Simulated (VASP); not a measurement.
# Ca3AsP (Pm-3m) in VASP: further runs, part 2 of 2

VASP 6.6.1. Earlier steps stand in the parts before.

### Step 3. Single point, PBE

Input file INCAR:

```
ALGO = Normal ; EDIFF = 1E-6
ENCUT = 500 ; GGA = PE
GGA_COMPAT = F ; ISIF = 2
ISMEAR = 0 ; LASPH = T
LCHARG = T ; LELF = T
LREAL = F ; LVHAR = T
LWAVE = F ; NBANDS = 28
NELM = 120 ; PREC = Accurate
SIGMA = 0.1
```

Input file KPOINTS:

```
k-points
0
Gamma
  4 4 4
```

Input file POSCAR:

```
Ca3AsP
1.0
    5.3338990000      0.0000000000      0.0000000000
    0.0000000000      5.3338990000      0.0000000000
    0.0000000000      0.0000000000      5.3338990000
Ca P As
3 1 1
Direct
    0.9250000000      1.1760000000      1.3870000000
    1.4250000000      0.6760000000      1.3870000000
    1.4250000000      1.1760000000      0.8870000000
    1.4250000000      1.1760000000      1.3870000000
    0.9250000000      0.6760000000      0.8870000000
```

Potentials or basis: VASP PAW PBE potentials, release 64 (Ca_sv, P, As).

The run is started by

```console
cat potpaw_PBE.64/Ca_sv/POTCAR potpaw_PBE.64/P/POTCAR potpaw_PBE.64/As/POTCAR > POTCAR
mpirun -np 1 vasp_std > vasp.out
```

OUTCAR:

```text
EDIFF = 1E-6
   ENCUT = 500
   GGA = PE
   ISIF = 2
   ISMEAR = 0
   LASPH = T
   LREAL = F
   NELM = 120
   PREC = Accurate

 ion  position               nearest neighbor table
   1  0.925  0.176  0.387-   4 2.67   4 2.67
   2  0.425  0.676  0.387-   4 2.67   4 2.67
   3  0.425  0.176  0.887-   4 2.67   4 2.67
   4  0.425  0.176  0.387-   1 2.67   2 2.67   3 2.67   3 2.67   2 2.67   1 2.67
   5  0.925  0.676  0.887-

  LATTYP: Found a simple cubic cell.
[... 496 lines left out ...]
  Direction    XX          YY          ZZ          XY          YZ          ZX
  --------------------------------------------------------------------------------------
  -------------------------------------------------------------------------------------
  Total        0.0145109      0.0145109      0.0145109     -0.0000000      0.0000000     -0.0000000
  in kB        0.1532046      0.1532046      0.1532046     -0.0000000      0.0000000     -0.0000000
  external PRESSURE =       0.1532046 kB  Pullay stress =       0.0000000 kB

 VOLUME and BASIS-vectors are now :
 -----------------------------------------------------------------------------
  energy-cutoff  :      500.00
  volume of cell :      151.75
      direct lattice vectors                 reciprocal lattice vectors
     5.333899000  0.000000000  0.000000000     0.187480115  0.000000000  0.000000000
     0.000000000  5.333899000  0.000000000     0.000000000  0.187480115  0.000000000
     0.000000000  0.000000000  5.333899000     0.000000000  0.000000000  0.187480115

 POSITION                                       TOTAL-FORCE (eV/Angst)
 -----------------------------------------------------------------------------------
      4.93386      0.93877      2.06422         0.000000      0.000000      0.000000
      2.26691      3.60572      2.06422         0.000000      0.000000      0.000000
      2.26691      0.93877      4.73117         0.000000      0.000000      0.000000
      2.26691      0.93877      2.06422         0.000000      0.000000      0.000000
      4.93386      3.60572      4.73117         0.000000      0.000000      0.000000
 -----------------------------------------------------------------------------------
    total drift:                               -0.000000     -0.000012      0.000006

  FREE ENERGIE OF THE ION-ELECTRON SYSTEM (eV)
  ---------------------------------------------------
  free  energy   TOTEN  =       -20.1532412492 eV

  energy  without entropy=      -20.1519476973  energy(sigma->0) =      -20.15259447
```

OSZICAR:

```text
N       E                     dE             d eps       ncg     rms          rms(c)
DAV:   1     0.354299555367E+03    0.35430E+03   -0.18666E+04   568   0.126E+03
DAV:   2     0.221235530149E+01   -0.35209E+03   -0.34618E+03   628   0.372E+02
DAV:   3    -0.199731953961E+02   -0.22186E+02   -0.22076E+02   888   0.748E+01
DAV:   4    -0.216764223179E+02   -0.17032E+01   -0.16980E+01   944   0.176E+01
DAV:   5    -0.217177101555E+02   -0.41288E-01   -0.41277E-01   812   0.263E+00    0.768E+00
DAV:   6    -0.203155897265E+02    0.14021E+01   -0.31453E+00   636   0.535E+00    0.474E+00
DAV:   7    -0.201456563559E+02    0.16993E+00   -0.14193E+00   728   0.412E+00    0.200E+00
DAV:   8    -0.201581459446E+02   -0.12490E-01   -0.38947E-01   664   0.230E+00    0.435E-01
DAV:   9    -0.201512970671E+02    0.68489E-02   -0.71017E-02   684   0.880E-01    0.291E-01
DAV:  10    -0.201529507070E+02   -0.16536E-02   -0.12029E-02   924   0.338E-01    0.138E-01
DAV:  11    -0.201532404257E+02   -0.28972E-03   -0.62167E-04   712   0.126E-01    0.776E-02
DAV:  12    -0.201532400594E+02    0.36625E-06   -0.20627E-04   724   0.965E-02    0.138E-02
DAV:  13    -0.201532421939E+02   -0.21345E-05   -0.19869E-05   824   0.231E-02    0.787E-03
DAV:  14    -0.201532412492E+02    0.94468E-06   -0.45591E-06   568   0.763E-03
   1 F= -.20153241E+02 E0= -.20152594E+02  d E =-.129355E-02
```

stdout:

```text
POSCAR found type information on POSCAR CaP As
 POSCAR found :  3 types and       5 ions
 scaLAPACK will be used
 LDA part: xc-table for (Slater+PW92), standard interpolation
 POSCAR, INCAR and KPOINTS ok, starting setup
 FFT: planning ... GRIDC
 FFT: planning ... GRID_SOFT
 FFT: planning ... GRID
 WAVECAR not read
 entering main loop
```

Wall time 82 s (1 thread of Intel Xeon 8259CL, shared host); peak memory 0.25 GiB.

What came out:

```
Free energy            : -20.1532 eV
Pressure               : 0.0 GPa
Band gap on the k mesh : 0.18 eV
```

Levels at points of the mesh, in eV from the valence-band top:
```csv
k point,band 16,band 17,band 18,band 19,band 20,band 21,band 22,band 23,band 24,band 25
"(0.00, 0.00, 0.00)",-1.72,-1.72,0.00,0.00,0.00,0.18,0.89,0.89,1.09,1.09
"(0.50, 0.00, 0.00)",-2.05,-1.69,-1.69,-0.81,-0.81,1.37,1.49,1.78,2.63,2.63
"(0.50, 0.50, 0.00)",-3.30,-1.88,-1.13,-1.13,-0.77,1.89,1.89,1.92,2.14,2.84
"(0.50, 0.50, 0.50)",-3.18,-3.18,-1.39,-1.39,-1.39,2.18,2.18,2.18,2.46,2.98
```

### Step 4. Single point, LDA

Input file INCAR:

```
  PREC = Accurate
  ENCUT = 500
  EDIFF = 1E-6
  ISMEAR = 0
  SIGMA = 0.1
  LREAL = F
  LASPH = T
  NELM = 120
  ALGO = Normal
  ISIF = 2
  LWAVE = F
  LCHARG = T
  LELF = T
  LVHAR = T
  NBANDS = 28
  GGA_COMPAT = F
```

Input file KPOINTS:

```
Automatic mesh
0
Gamma
  4 4 4
```

Input file POSCAR:

```
Ca3AsP
1.0
    5.3338990000      0.0000000000      0.0000000000
    0.0000000000      5.3338990000      0.0000000000
    0.0000000000      0.0000000000      5.3338990000
Ca P As
3 1 1
Direct
    0.0000000000      0.5000000000      0.5000000000
    0.5000000000      0.0000000000      0.5000000000
    0.5000000000      0.5000000000      0.0000000000
    0.5000000000      0.5000000000      0.5000000000
    0.0000000000      0.0000000000      0.0000000000
```

Potentials or basis: VASP PAW LDA potentials, release 64 (Ca_sv, P, As).

The run is started by

```console
cat potpaw_LDA.64/Ca_sv/POTCAR potpaw_LDA.64/P/POTCAR potpaw_LDA.64/As/POTCAR > POTCAR
mpirun -np 1 vasp_std > vasp.out
```

Wall time 57 s (1 thread of Intel Xeon 8259CL, shared host); peak memory 0.21 GiB.

Results (log left out):

| Item | Value |
| --- | --- |
| Free energy | -22.3463 eV |
| Pressure | -2.7 GPa |

Levels at points of the mesh, in eV from the Fermi level:
```csv
k point,band 18,band 19,band 20,band 21,band 22,band 23
"(0.00, 0.00, 0.00)",-0.06,-0.06,-0.06,-0.01,0.74,0.74
"(0.50, 0.00, 0.00)",-1.74,-0.90,-0.90,1.18,1.33,1.64
"(0.50, 0.50, 0.00)",-1.20,-1.20,-0.86,1.73,1.73,1.80
"(0.50, 0.50, 0.50)",-1.46,-1.46,-1.46,2.00,2.00,2.00
```

### Step 5. Single point, PBE

Input file INCAR:

```
SYSTEM = Ca3AsP
ALGO = Normal
EDIFF = 1E-6
ENCUT = 500
GGA = PE
GGA_COMPAT = .False.
ISIF = 2
ISMEAR = 0
LASPH = .True.
LCHARG = .False.
LREAL = .False.
LWAVE = .False.
NBANDS = 28
NELM = 120
PREC = Accurate
SIGMA = 0.1
```

Input file KPOINTS:

```
k-points
0
Gamma
  4 4 4
  0 0 0
```

POSCAR is that of step 4.

Potentials or basis: VASP PAW PBE potentials, release 64 (Ca_sv, P, As).

The run is started by

```console
cat potpaw_PBE.64/Ca_sv/POTCAR potpaw_PBE.64/P/POTCAR potpaw_PBE.64/As/POTCAR > POTCAR
mpirun -np 1 vasp_std > vasp.out
```

Run time: 75 s. Hardware: 1 thread of Intel Xeon 8259CL, shared host; peak memory 0.25 GiB.

The run converged. Its results:

* Free energy: -20.1532 eV
* Pressure: 0.0 GPa
* Band gap on the k mesh: 0.18 eV

Levels at points of the mesh, in eV from the valence-band top:
```csv
k point,band 18,band 19,band 20,band 21,band 22,band 23
"(0.00, 0.00, 0.00)",0.00,0.00,0.00,0.18,0.89,0.89
"(0.50, 0.00, 0.00)",-1.69,-0.81,-0.81,1.37,1.49,1.78
"(0.50, 0.50, 0.00)",-1.13,-1.13,-0.77,1.89,1.89,1.92
"(0.50, 0.50, 0.50)",-1.39,-1.39,-1.39,2.18,2.18,2.18
```
